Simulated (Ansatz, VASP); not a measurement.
**LaBRh3: VASP beside Ansatz**

File INCAR:

```
SYSTEM = LaBRh3
PREC = Accurate
ENCUT = 520
EDIFF = 1E-6
ISMEAR = 1
SIGMA = 0.025
LREAL = .FALSE.
LASPH = .TRUE.
NELM = 80
ALGO = Normal
ISIF = 2
LWAVE = .FALSE.
LCHARG = .FALSE.
GGA = CA
NBANDS = 38
```

Contents of KPOINTS:

```
Automatic mesh
0
G
  5 5 5
  0 0 0
```

The input POSCAR:

```
LaBRh3
1.0
    4.2420000000      0.0000000000      0.0000000000
    0.0000000000      4.2420000000      0.0000000000
    0.0000000000      0.0000000000      4.2420000000
La B Rh
1 1 3
Direct
    0.0000000000      0.0000000000      0.0000000000
    0.5000000000      0.5000000000      0.5000000000
    0.0000000000      0.5000000000      0.5000000000
    0.5000000000      0.0000000000      0.5000000000
    0.5000000000      0.5000000000      0.0000000000
```

Input for Ansatz:

```yaml
crystal:
  lattice:
    - [4.242, 0.0, 0.0]
    - [0.0, 4.242, 0.0]
    - [0.0, 0.0, 4.242]
  atoms:
    - { symbol: La, position: [0.0, 0.0, 0.0] }
    - { symbol: B, position: [0.5, 0.5, 0.5] }
    - { symbol: Rh, position: [0.0, 0.5, 0.5] }
    - { symbol: Rh, position: [0.5, 0.0, 0.5] }
    - { symbol: Rh, position: [0.5, 0.5, 0.0] }
basis:
  ecutwfc: 421.77648681281397
kpoints:
  mp_grid:
    grid: [5, 5, 5]
hamiltonian:
  xc: lda
scf:
  occupations:
    method: methfessel_paxton
    width: 0.025
output:
  forces: true
  stress: true
```

Alike in both runs: task single point; functional LDA; k mesh 5 × 5 × 5; occupations methfessel-paxton of order 1, width 0.025 eV; no spin polarisation.

```csv
,VASP,Ansatz
version,VASP 6.6.1,Ansatz 0.2.0
potentials or method,"VASP PAW LDA potentials, release 64 (La, B, Rh_pv), cutoff 520 eV","plane waves, PAW"
valence electrons in the cell,59,65
```

|  | VASP | Ansatz | Ansatz less VASP |
| --- | --- | --- | --- |
| pressure (GPa) | -6.5 | -6.8 | -0.34 |

LDA's correlation is that of Perdew and Zunger in VASP and of Perdew and Wang (1992) in Ansatz. VASP's potentials hold 59 valence electrons a cell and Ansatz's 65, so a difference there can come from the potentials and not from the codes.

Neither program's run includes spin-orbit coupling.
